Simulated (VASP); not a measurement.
A run of VASP 6.6.1 is set up as follows.

The input INCAR:

```
SYSTEM = TaSiO4
ALGO = Normal
EDIFF = 1E-6
ENCUT = 520
GGA = PE
ISIF = 2
ISMEAR = 0
LASPH = .True.
LCHARG = .False.
LREAL = .False.
LWAVE = .False.
NBANDS = 28
NELM = 60
PREC = Accurate
SIGMA = 0.1
```

File KPOINTS:

```
k-points
0
Gamma
  6 6 4
  0 0 0
```

POSCAR

```
TaSiO4
1.0
    3.4781902500      0.0000000000      0.0000000000
   -1.7390951200      3.0122011200      0.0000000000
    0.0000000000      0.0000000000      6.3193572100
Ta Si O
1 1 4
Direct
    0.0000000000      0.0000000000      0.5000000000
    0.0000000000      0.0000000000      0.0000000000
    0.0000000000      0.0000000000      0.8046376100
    0.0000000000      0.0000000000      0.1953623900
    0.3333333300      0.6666666700      0.5000000000
    0.6666666700      0.3333333300      0.5000000000
```

Potentials or basis: VASP PAW PBE potentials, release 64 (Ta_pv, Si, O).

Run with:

```bash
$ cat potpaw_PBE.64/Ta_pv/POTCAR potpaw_PBE.64/Si/POTCAR potpaw_PBE.64/O/POTCAR > POTCAR
$ mpirun -np 1 vasp_std > vasp.out
```

Estimate the largest force.

32.215 eV/Å.

Estimate the pressure.

112.3 GPa.

Forces on the atoms (eV/Å):
```
Ta    0.000   0.000   0.000
Si    0.000   0.000   0.000
O     0.000   0.000 -32.215
O     0.000   0.000  32.215
O     0.000   0.000   0.000
O     0.000   0.000   0.000
```

Caveat: an odd number of electrons without spin polarisation forces a metal; a magnetic or distorted state may lie lower.
